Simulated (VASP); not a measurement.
Se, 3 atoms in the cell. The typed cell holds 3 atoms: a = 4.367 Å, b = 4.328 Å, c = 4.954 Å, α = 89.57°, β = 88.85°, γ = 119.13°.  This cell differs from its parent crystal: equal xy, yz and zx shear strains of +2 %.

```yaml
Program: VASP 6.6.1
Task: electric field gradients
Functional: PBE
Potentials_or_basis: VASP PAW PBE potentials, release 64 (Se)
Cutoff: 520 eV
k_mesh: 6 × 6 × 5
Occupations: fermi-dirac, width 0.03 eV
Spin: no spin polarisation
Dipole_correction: no
Further_INCAR_settings: ALGO = Normal; EDIFF = 1e-08; NBANDS = 16
```

Potentials or basis: VASP PAW PBE potentials, release 64 (Se).

Launch:

```bash
$ cat potpaw_PBE.64/Se/POTCAR > POTCAR
$ mpirun -np 1 vasp_std > vasp.out
```

Hardware: 1 thread of Intel(R) Xeon(R) 6975P-C (Granite Rapids) (shared host).

Question: Estimate the wall time of this run.

Answer: Run time: 43 s on 1 thread of Intel(R) Xeon(R) 6975P-C (Granite Rapids), on a shared host, peak memory 0.24 GiB. Counts: scf iterations 14, k points 92.
